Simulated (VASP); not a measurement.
# H3Os (P6_3/mmc) in VASP: single point with PBE

Aim: the single point of H3Os with PBE.

Everything below comes from runs of VASP 6.6.1. Logs are shortened: lines on timing, memory, paths and dates and some standing lists are left out, and cuts for length are marked.

### 1 The cell of the first run

It takes space group P6_3/mmc (No. 194, hexagonal). Conventional cell: a = 3.750 Å, b = 3.750 Å, c = 3.840 Å, α = 90.00°, β = 90.00°, γ = 120.00°. Within 2.4 Å of H (site symmetry mm2) lie 8 H at 1.79 to 2.18 Å and 4 Os at 1.88 to 2.23 Å. Os (site symmetry -6m2) has 12 H at 1.88 to 2.23 Å within 2.5 Å.

### 2 Single point, PBE

File INCAR:

```
PREC = Accurate ; ENCUT = 1230
EDIFF = 1E-6 ; ISMEAR = 0
SIGMA = 0.1 ; LREAL = False
LASPH = True ; NELM = 120
ALGO = Normal ; ISIF = 2
LWAVE = False ; LCHARG = True
GGA = PE ; LELF = True
LVHAR = True ; NBANDS = 29
GGA_COMPAT = False
```

File KPOINTS:

```
regular mesh
0
Gamma
  12 12 10
```

File POSCAR:

```
H3Os
1.0
    3.7499760254      0.0000000000      0.0000000000
   -1.8749880127      3.2475745016      0.0000000000
    0.0000000000      0.0000000000      3.8396013540
H Os
6 2
Direct
    0.8405581613      0.6811163226      0.2500000000
    0.1594418387      0.8405581613      0.7500000000
    0.3188836774      0.1594418387      0.2500000000
    0.1594418387      0.3188836774      0.7500000000
    0.8405581613      0.1594418387      0.2500000000
    0.6811163226      0.8405581613      0.7500000000
    0.3333333333      0.6666666667      0.2500000000
    0.6666666667      0.3333333333      0.7500000000
```

Potentials or basis: VASP PAW PBE potentials, release 64 (H_h, Os_sv_GW).

Started as:

```sh
> cat potpaw_PBE.64/H_h/POTCAR potpaw_PBE.64/Os_sv_GW/POTCAR > POTCAR
> mpirun -np 1 vasp_std > vasp.out
```

OUTCAR:

```text
PREC = Accurate
   ENCUT = 1230
   EDIFF = 1E-6
   ISMEAR = 0
   LREAL = False
   LASPH = True
   NELM = 120
   ISIF = 2
   GGA = PE

 ion  position               nearest neighbor table
   1  0.841  0.681  0.250-   7 1.88   7 1.88
   2  0.159  0.841  0.750-   8 1.88   8 1.88
   3  0.319  0.159  0.250-   7 1.88   7 1.88
   4  0.159  0.319  0.750-   8 1.88   8 1.88
   5  0.841  0.159  0.250-   7 1.88   7 1.88
   6  0.681  0.841  0.750-   8 1.88   8 1.88
   7  0.333  0.667  0.250-   1 1.88   3 1.88   5 1.88   5 1.88   1 1.88   3 1.88   8 2.89   8 2.89
                             8 2.89   8 2.89   8 2.89   8 2.89
   8  0.667  0.333  0.750-   4 1.88   6 1.88   2 1.88   2 1.88   4 1.88   6 1.88   7 2.89   7 2.89
                             7 2.89   7 2.89   7 2.89   7 2.89

  LATTYP: Found a hexagonal cell.
 ALAT       =     3.7499760254
 C/A-ratio  =     1.0239002404

  Lattice vectors:

 A1 = (   3.7499760254,   0.0000000000,   0.0000000000)
 A2 = (  -1.8749880127,   3.2475745016,   0.0000000000)
 A3 = (   0.0000000000,   0.0000000000,   3.8396013540)

Analysis of symmetry for initial positions (statically):
=====================================================================
 Subroutine PRICEL returns:
 Original cell was already a primitive cell.

 Routine SETGRP: Setting up the symmetry group for a
 hexagonal supercell.

 Subroutine GETGRP returns: Found 24 space group operations
 (whereof 12 operations were pure point group operations)
 out of a pool of 24 trial point group operations.

The static configuration has the point symmetry D_3d.
 The point group associated with its full space group is D_6h.

Analysis of symmetry for dynamics (positions and initial velocities):
=====================================================================
 Subroutine PRICEL returns:
 Original cell was already a primitive cell.

 Routine SETGRP: Setting up the symmetry group for a
 hexagonal supercell.

 Subroutine GETGRP returns: Found 24 space group operations
 (whereof 12 operations were pure point group operations)
 out of a pool of 24 trial point group operations.

The dynamic configuration has the point symmetry D_3d.
 The point group associated with its full space group is D_6h.

 Subroutine INISYM returns: Found 24 space group operations
 (whereof 12 operations are pure point group operations),
 and found     1 'primitive' translations

[... 111 lines left out ...]
   NFREE  =      0    steps in history (QN), initial steepest desc. (CG)
   ISIF   =      2    stress and relaxation
   ISYM   =      2    0-nonsym 1-usesym 2-fastsym
   POTIM  = 0.5000    time-step for ionic-motion
   TEBEG  =    0.0;   TEEND  =   0.0 temperature during run
   PSTRESS=    0.0 pullay stress
   NELECT =      38.0000    total number of electrons
   NUPDOWN=      -1.0000    fix difference up-down
   EMIN   =  10.00;   EMAX   =-10.00  energy-range for DOS
   EFERMI =   0.00;   METHOD = LEGACY
   ISMEAR =     0;   SIGMA  =   0.10  broadening in eV -4-tet -1-fermi 0-gaus
   EFERMI_NEDOS =   21; number of points for ismear=-14 and -15
   IALGO  =     38    algorithm
   IMIX   =      4    mixing-type and parameters
     AMIX     =   0.40;   BMIX     =  1.00
     AMIX_MAG =   1.60;   BMIX_MAG =  1.00
  volume/ion in A,a.u.               =       5.84        39.44
  Fermi-wavevector in a.u.,A,eV,Ry     =   1.527724  2.886979 31.755172  2.333939
  Thomas-Fermi vector in A             =   2.635580
   LORBIT       =      0    0 simple, 1 ext, 2 COOP (PROOUT), +10 PAW based schemes
   GGA     = PE    functional components
   LHFCALC =     F    Hartree Fock is set to
   AEXX    =    0.0000 exact exchange contribution
   IVDW    =     0    specifies the selected vdW correction
   LEPSILON=     F    determine dielectric tensor
   LRPA    =     F    only Hartree local field effects (RPA)
 non-spin polarized calculation
 Gauss-broadening in eV      SIGMA  =   0.10
  energy-cutoff  :     1230.00
  volume of cell :       46.76
 maximum number of plane-waves:      4624
 NGX is ok and might be reduce to    48
   NGX = 21   NGY = 21   NGZ = 21

 number of electron      38.0000000 magnetization

 Free energy of the ion-electron system (eV)
  ---------------------------------------------------
  ext. energy  EPLUGINS =         0.00000000
  ---------------------------------------------------
  free energy    TOTEN  =       -40.69738915 eV

  energy without entropy =      -40.68695437  energy(sigma->0) =      -40.69217176

 E-fermi :   8.8933     XC(G=0): -12.9888

 val. band max:        8.8920735126   @ k =   0.3333   0.2500   0.0000
 cond. band min:       8.9511655140   @ k =   0.3333   0.0833   0.3000
 fundamental gap:      0.0590920013
 Fermi energy:         8.8932664887

 k-point     1 :       0.0000    0.0000    0.0000
  band No.  band energies     occupation
      1     -77.1892      2.00000
      2     -77.1486      2.00000
      3     -36.7066      2.00000
      4     -36.7066      2.00000
      5     -36.6528      2.00000
      6     -36.5215      2.00000
[... 757 lines left out ...]
     28      20.7926      0.00000
     29      21.5819      0.00000

 [... further k-points ...]

------------------------ aborting loop because EDIFF is reached ----------------------------------------

  FORCE on cell =-STRESS in cart. coord.  units (eV):
  Direction    XX          YY          ZZ          XY          YZ          ZX
  --------------------------------------------------------------------------------------
  -------------------------------------------------------------------------------------
  Total        0.0658767      0.0658767      0.0241224     -0.0000000     -0.0000000      0.0000000
  in kB        2.2571941      2.2571941      0.8265290     -0.0000000     -0.0000000      0.0000000
  external PRESSURE =       1.7803057 kB  Pullay stress =       0.0000000 kB

 VOLUME and BASIS-vectors are now :
 -----------------------------------------------------------------------------
  energy-cutoff  :     1230.00
  volume of cell :       46.76
      direct lattice vectors                 reciprocal lattice vectors
     3.749976025  0.000000000  0.000000000     0.266668372  0.153961056  0.000000000
    -1.874988013  3.247574502  0.000000000     0.000000000  0.307922112  0.000000000
     0.000000000  0.000000000  3.839601354     0.000000000  0.000000000  0.260443704

 POSITION                                       TOTAL-FORCE (eV/Angst)
 -----------------------------------------------------------------------------------
      1.87499      2.21198      0.95990         0.000000      0.001192     -0.000000
     -0.97813      2.72978      2.87970        -0.001033      0.000596     -0.000000
      0.89685      0.51780      0.95990        -0.001033     -0.000596     -0.000000
     -0.00000      1.03560      2.87970         0.000000     -0.001192      0.000000
      2.85312      0.51780      0.95990         0.001033     -0.000596      0.000000
      0.97813      2.72978      2.87970         0.001033      0.000596      0.000000
     -0.00000      2.16505      0.95990         0.000000     -0.000000      0.000000
      1.87499      1.08252      2.87970         0.000000      0.000000      0.000000
 -----------------------------------------------------------------------------------
    total drift:                               -0.000001      0.000000     -0.000000

  FREE ENERGIE OF THE ION-ELECTRON SYSTEM (eV)
  ---------------------------------------------------
  free  energy   TOTEN  =       -40.6973891502 eV

  energy  without entropy=      -40.6869543688  energy(sigma->0) =      -40.69217176
```

stdout:

```text
POSCAR found type information on POSCAR H Os
 POSCAR found :  2 types and       8 ions
 scaLAPACK will be used
 LDA part: xc-table for (Slater+PW92), standard interpolation
 POSCAR, INCAR and KPOINTS ok, starting setup
 FFT: planning ... GRIDC
 FFT: planning ... GRID_SOFT
 FFT: planning ... GRID
 WAVECAR not read
 entering main loop
```

Run time: 9.9 min. Hardware: 1 thread of Intel Xeon Platinum 8559C (Emerald Rapids), shared host; peak memory 0.68 GiB.

What came out:

```
Free energy            : -40.6974 eV
Pressure               : 0.2 GPa
Band gap on the k mesh : zero (bands 19 and 20 overlap by 2.30 eV)
```

Levels at points of the mesh, in eV from the Fermi level:
```tsv
k point	band 17	band 18	band 19	band 20	band 21	band 22
(0.00, 0.00, 0.00)	-1.00	0.23	0.23	1.81	3.69	6.75
(0.50, 0.00, 0.00)	-1.53	-1.11	-0.94	-0.87	1.44	1.58
(0.00, 0.00, 0.50)	0.12	0.12	0.12	0.12	6.65	6.65
(0.50, 0.00, 0.50)	-1.39	-1.39	-1.18	-1.18	2.94	2.94
```

Caveat: spin-orbit coupling is left out, which moves the levels of the heavy elements.

The gap in the log of VASP goes by the Fermi energy; the results here count the filled bands.